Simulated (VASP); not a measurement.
# Ni (P6_3/mmc) in VASP: a series of runs, part 2 of 2

VASP 6.6.1. Earlier steps stand in the parts before.

## (4) Relaxation of cell and atoms, revPBE

This run uses another cell than the first one, of 10.94 Å³/atom.

Contents of INCAR:

```
SYSTEM = Ni
PREC = Accurate
ENCUT = 600
EDIFF = 1E-6
ISMEAR = -1
SIGMA = 0.1
LREAL = .FALSE.
LASPH = .TRUE.
NELM = 80
ALGO = Normal
ISIF = 3
LWAVE = .FALSE.
LCHARG = .FALSE.
GGA = RE
IBRION = 2
NSW = 80
EDIFFG = -0.01
```

Contents of KPOINTS:

```
Automatic mesh
0
G
  14 14 4
  0 0 0
```

Contents of POSCAR:

```
Ni
1.0
    2.4917559660      0.0000000000      0.0000000000
   -1.2458779830      2.1579239666      0.0000000000
    0.0000000000      0.0000000000      8.1380749850
Ni
4
Direct
    0.0000000000      0.0000000000      0.0000000000
    0.0000000000      0.0000000000      0.5000000000
    0.3333333333      0.6666666667      0.2500000000
    0.6666666667      0.3333333333      0.7500000000
```

Potentials or basis: VASP PAW PBE potentials, release 64 (Ni).

Command:

```console
cat potpaw_PBE.64/Ni/POTCAR > POTCAR
mpirun -np 1 vasp_std > vasp.out
```

OUTCAR:

```text
SYSTEM = Ni
   PREC = Accurate
   ENCUT = 600
   EDIFF = 1E-6
   ISMEAR = -1
   LREAL = .FALSE.
   LASPH = .TRUE.
   NELM = 80
   ISIF = 3
   GGA = RE
   IBRION = 2
   NSW = 80
   EDIFFG = -0.01

 ion  position               nearest neighbor table
   1  0.000  0.000  0.000-   3 2.49   4 2.49   4 2.49   3 2.49   4 2.49   3 2.49
   2  0.000  0.000  0.500-   3 2.49   4 2.49   4 2.49   3 2.49   4 2.49   3 2.49
   3  0.333  0.667  0.250-   1 2.49   2 2.49   1 2.49   2 2.49   1 2.49   2 2.49
   4  0.667  0.333  0.750-   1 2.49   2 2.49   1 2.49   2 2.49   1 2.49   2 2.49

  LATTYP: Found a hexagonal cell.
 ALAT       =     2.4917559660
 C/A-ratio  =     3.2660000000

  Lattice vectors:

 A1 = (   2.4917559660,   0.0000000000,   0.0000000000)
 A2 = (  -1.2458779830,   2.1579239666,   0.0000000000)
 A3 = (   0.0000000000,   0.0000000000,   8.1380749850)

Analysis of symmetry for initial positions (statically):
=====================================================================
 Subroutine PRICEL returns:
 Original cell was already a primitive cell.

 Routine SETGRP: Setting up the symmetry group for a
 hexagonal supercell.

 Subroutine GETGRP returns: Found 24 space group operations
 (whereof 12 operations were pure point group operations)
 out of a pool of 24 trial point group operations.

The static configuration has the point symmetry D_3d.
 The point group associated with its full space group is D_6h.

Analysis of symmetry for dynamics (positions and initial velocities):
=====================================================================
 Subroutine PRICEL returns:
 Original cell was already a primitive cell.

 Routine SETGRP: Setting up the symmetry group for a
 hexagonal supercell.

 Subroutine GETGRP returns: Found 24 space group operations
 (whereof 12 operations were pure point group operations)
 out of a pool of 24 trial point group operations.

The dynamic configuration has the point symmetry D_3d.
 The point group associated with its full space group is D_6h.

 Subroutine INISYM returns: Found 24 space group operations
 (whereof 12 operations are pure point group operations),
 and found     1 'primitive' translations

----------------------------------------------------------------------------------------

                                     Primitive cell

  volume of cell :      43.7586

  direct lattice vectors                    reciprocal lattice vectors
     2.491755966  0.000000000  0.000000000     0.401323410  0.231704179  0.000000000
    -1.245877983  2.157923967  0.000000000     0.000000000  0.463408357  0.000000000
     0.000000000  0.000000000  8.138074985     0.000000000  0.000000000  0.122879182

  length of vectors
     2.491755966  2.491755966  8.138074985     0.463408357  0.463408357  0.122879182

  position of ions in fractional coordinates (direct lattice)
     0.000000000  0.000000000  0.000000000
     0.000000000  0.000000000  0.500000000
     0.333333333  0.666666667  0.250000000
     0.666666667  0.333333333  0.750000000

  ion indices of the primitive-cell ions
   primitive index   ion index
                 1           1
                 2           2
                 3           3
[... 35 lines left out ...]
  0.357143 -0.000000  0.000000      6.000000
[... 16 lines left out ...]
  0.285714  0.285714  0.000000      6.000000
  0.357143  0.285714  0.000000      6.000000
 [... further k-points ...]
   k-points           NKPTS =     72   k-points in BZ     NKDIM =     72   number of bands    NBANDS=     24
   number of dos      NEDOS =    301   number of ions     NIONS =      4
   total plane-waves  NPLWV =  28000
   dimension x,y,z NGX =    20 NGY =   20 NGZ =   70
   dimension x,y,z NGXF=    40 NGYF=   40 NGZF=  140
   ions per type =               4
   NGX,Y,Z   is equivalent  to a cutoff of  13.34, 13.34, 14.30 a.u.
   NGXF,Y,Z  is equivalent  to a cutoff of  26.69, 26.69, 28.60 a.u.
 SYSTEM =  Ni
   PREC   = accura    normal or accurate (medium, high low for compatibility)
   ISTART =      0    job   : 0-new  1-cont  2-samecut
   ICHARG =      2    charge: 1-file 2-atom 10-const
   ISPIN  =      1    spin polarized calculation?
   LNONCOLLINEAR =      F non collinear calculations
   LSORBIT =      F    spin-orbit coupling
   LASPH  =      T    aspherical Exc in radial PAW
   ENCUT  =  600.0 eV  44.10 Ry    6.64 a.u.   4.98  4.98 16.25*2*pi/ulx,y,z
   NELM   =     80;   NELMIN=  2; NELMDL= -5     # of ELM steps
   EDIFF  = 0.1E-05   stopping-criterion for ELM
   LREAL  =      F    real-space projection
   EDIFFG = -.1E-01   stopping-criterion for IOM
   NSW    =     80    number of steps for IOM
   IBRION =      2    ionic relax: 0-MD 1-quasi-New 2-CG
   NFREE  =      1    steps in history (QN), initial steepest desc. (CG)
   ISIF   =      3    stress and relaxation
   ISYM   =      2    0-nonsym 1-usesym 2-fastsym
   POTIM  = 0.5000    time-step for ionic-motion
   TEBEG  =    0.0;   TEEND  =   0.0 temperature during run
   PSTRESS=    0.0 pullay stress
   NELECT =      40.0000    total number of electrons
   NUPDOWN=      -1.0000    fix difference up-down
   EMIN   =  10.00;   EMAX   =-10.00  energy-range for DOS
   EFERMI =   0.00;   METHOD = LEGACY
   ISMEAR =    -1;   SIGMA  =   0.10  broadening in eV -4-tet -1-fermi 0-gaus
   EFERMI_NEDOS =   21; number of points for ismear=-14 and -15
   IALGO  =     38    algorithm
   IMIX   =      4    mixing-type and parameters
     AMIX     =   0.40;   BMIX     =  1.00
     AMIX_MAG =   1.60;   BMIX_MAG =  1.00
  volume/ion in A,a.u.               =      10.94        73.82
  Fermi-wavevector in a.u.,A,eV,Ry     =   1.588816  3.002428 34.345698  2.524338
  Thomas-Fermi vector in A             =   2.687762
   LORBIT       =      0    0 simple, 1 ext, 2 COOP (PROOUT), +10 PAW based schemes
   GGA     = RE    functional components
   LHFCALC =     F    Hartree Fock is set to
   AEXX    =    0.0000 exact exchange contribution
   IVDW    =     0    specifies the selected vdW correction
   LEPSILON=     F    determine dielectric tensor
   LRPA    =     F    only Hartree local field effects (RPA)
 conjugate gradient relaxation of ions
 non-spin polarized calculation
  energy-cutoff  :      600.00
  volume of cell :       43.76
 maximum number of plane-waves:      1495
 NGX is ok and might be reduce to    20
   NGX =  9   NGY =  9   NGZ = 33

--------------------------------------- Ionic step        1  -------------------------------------------

 number of electron      39.9999992 magnetization

 Free energy of the ion-electron system (eV)
  ---------------------------------------------------
  ext. energy  EPLUGINS =         0.00000000
  ---------------------------------------------------
  free energy    TOTEN  =       -20.16904708 eV

  energy without entropy =      -19.80597166  energy(sigma->0) =      -19.98750937

------------------------ aborting loop because EDIFF is reached ----------------------------------------

  FORCE on cell =-STRESS in cart. coord.  units (eV):
  Direction    XX          YY          ZZ          XY          YZ          ZX
  --------------------------------------------------------------------------------------
  -------------------------------------------------------------------------------------
  Total        0.7164635      0.7164635      0.9106611      0.0000000      0.0000000      0.0000000
  in kB       26.2325982     26.2325982     33.3429497      0.0000000      0.0000000      0.0000000
  external PRESSURE =      28.6027154 kB  Pullay stress =       0.0000000 kB
[... 177 lines left out ...]
--------------------------------------- Ionic step        6  -------------------------------------------

 number of electron      39.9999989 magnetization

 Free energy of the ion-electron system (eV)
  ---------------------------------------------------
  ext. energy  EPLUGINS =         0.00000000
  ---------------------------------------------------
  free energy    TOTEN  =       -20.17493534 eV

  energy without entropy =      -19.80810771  energy(sigma->0) =      -19.99152152

 E-fermi :   9.0428     XC(G=0): -13.0441

 val. band max:        9.0391531239   @ k =   0.2857  -0.0000   0.0000
 cond. band min:       9.0437450596   @ k =   0.3571   0.2143   0.5000
 fundamental gap:      0.0045919357
 Fermi energy:         9.0427789989

 k-point     1 :       0.0000    0.0000    0.0000
  band No.  band energies     occupation
      1       0.3174      2.00000
      2       2.5270      2.00000
      3       2.5273      2.00000
      4       4.7135      2.00000
      5       6.8535      2.00000
      6       6.8805      2.00000
[... 637 lines left out ...]
     23      14.4000      0.00000
     24      14.4902      0.00000

 [... further k-points ...]

------------------------ aborting loop because EDIFF is reached ----------------------------------------

  FORCE on cell =-STRESS in cart. coord.  units (eV):
  Direction    XX          YY          ZZ          XY          YZ          ZX
  --------------------------------------------------------------------------------------
  -------------------------------------------------------------------------------------
  Total        0.0343004      0.0343004      0.0356822      0.0000000      0.0000000     -0.0000000
  in kB        1.2375998      1.2375998      1.2874553      0.0000000      0.0000000     -0.0000000
  external PRESSURE =       1.2542183 kB  Pullay stress =       0.0000000 kB
[... 19 lines left out ...]
  FREE ENERGIE OF THE ION-ELECTRON SYSTEM (eV)
  ---------------------------------------------------
  free  energy   TOTEN  =       -20.1749353436 eV

  energy  without entropy=      -19.8081077052  energy(sigma->0) =      -19.99152152

 reached required accuracy - stopping structural energy minimisation
```

OSZICAR:

```text
N       E                     dE             d eps       ncg     rms          rms(c)
DAV:   1     0.265619344968E+03    0.26562E+03   -0.20390E+04  3480   0.266E+03
DAV:   2    -0.869528174053E+01   -0.27431E+03   -0.26849E+03  3544   0.418E+02
DAV:   3    -0.237408457927E+02   -0.15046E+02   -0.14486E+02  3632   0.134E+02
DAV:   4    -0.240332076309E+02   -0.29236E+00   -0.28935E+00  3824   0.179E+01
[... 53 lines left out ...]
DAV:   2    -0.201749543409E+02    0.55660E-04   -0.10308E-04  3920   0.178E-01    0.272E-02
DAV:   3    -0.201749559213E+02   -0.15805E-05   -0.12666E-04  4672   0.194E-01    0.668E-02
DAV:   4    -0.201749406395E+02    0.15282E-04   -0.17763E-04  4040   0.251E-01    0.281E-02
DAV:   5    -0.201749356457E+02    0.49938E-05   -0.20222E-05  3704   0.799E-02    0.284E-03
DAV:   6    -0.201749353436E+02    0.30207E-06   -0.18785E-06  1832   0.169E-02
   6 F= -.20174935E+02 E0= -.19991522E+02  d E =-.663800E-04
```

CONTCAR:

```text
Ni
   1.00000000000000
     2.5013962718248233   -0.0000000000000000    0.0000000000000000
    -1.2506981359124116    2.1662727163446940   -0.0000000000000000
     0.0000000000000000    0.0000000000000000    8.1947226177104486
  Ni
     4
Direct
     0.0000000000000000    0.0000000000000000    0.0000000000000000
     0.0000000000000000    0.0000000000000000    0.5000000000000000
     0.3333333332999970    0.6666666667000030    0.2500000000000000
     0.6666666667000030    0.3333333332999970    0.7500000000000000

  0.00000000E+00  0.00000000E+00  0.00000000E+00
  0.00000000E+00  0.00000000E+00  0.00000000E+00
  0.00000000E+00  0.00000000E+00  0.00000000E+00
  0.00000000E+00  0.00000000E+00  0.00000000E+00
```

Run time: 9.7 min. Hardware: 1 thread of AMD EPYC 7R13, shared host; peak memory 0.19 GiB.

What came out:

```yaml
Free_energy: -20.1749 eV
Relaxed_volume: 11.10 Å³/atom
Relaxed_cell: a = 2.501 Å, b = 2.501 Å, c = 8.195 Å, α = 90.00°, β = 90.00°, γ = 120.00°
Space_group_after_relaxing_to_0.1_Å: P6_3/mmc (No. 194)
Energy_gained_by_relaxing: 1.5 meV/atom
Ionic_steps: 6
Pressure_after_relaxing: 0.1 GPa
```

Step by step:
```
step  energy change (eV)  largest force (eV/Å)  pressure (GPa)  volume (Å³)
   1              0.0000                0.0000            2.86        43.76
   2             -0.0015                0.0000           -2.41        45.01
   3             -0.0058                0.0000           -0.04        44.42
   4             -0.0058                0.0000            0.00        44.41
   5             -0.0059                0.0000            0.12        44.41
   6             -0.0059                0.0000            0.13        44.40
```

Final structure:
```
CELL_PARAMETERS angstrom
2.50140 0.00000 0.00000
-1.25070 2.16627 0.00000
0.00000 0.00000 8.19472
ATOMIC_POSITIONS crystal
Ni 0.00000 0.00000 0.00000
Ni 0.00000 0.00000 0.50000
Ni 0.33333 0.66667 0.25000
Ni 0.66667 0.33333 0.75000
```

Caveat: the highest band is partly filled, so the run has too few bands; the PAW data sets were made with another functional, which shifts forces and pressure a little; the run has no spin polarisation, though such a crystal can be magnetic.

## (5) The runs side by side

| task | cell | k mesh | cutoff (eV) | gap on the mesh (eV) | pressure (GPa) |
| --- | --- | --- | --- | --- | --- |
| single point | a = 2.534, b = 2.534, c = 8.302 Å, angles 90.0, 90.0, 120.0°, 4 atoms | 16 × 16 × 5 | 520 | none | -6.3 |
| single point | a = 2.597, b = 2.597, c = 8.510 Å, angles 90.0, 90.0, 120.0°, 4 atoms | 16 × 16 × 5 | 520 | none | -15.4 |
| relaxation of cell and atoms | relaxed from a = 2.492, b = 2.492, c = 8.138 Å, angles 90.0, 90.0, 120.0°, 4 atoms | 14 × 14 × 4 | 600 | - | 0.1 |

Alike in all rows: level revPBE; potentials or basis VASP PAW PBE potentials, release 64 (Ni); no spin polarisation; smearing fermi-dirac 0.1 eV.

Caveats: the PAW data sets were made with another functional, which shifts forces and pressure a little; the run has no spin polarisation, though such a crystal can be magnetic; the cell stands under tension (at least some runs); the highest band is partly filled, so the run has too few bands (at least some runs).

Total energies depend on the potentials used, so only differences within one code and one set of settings carry meaning.
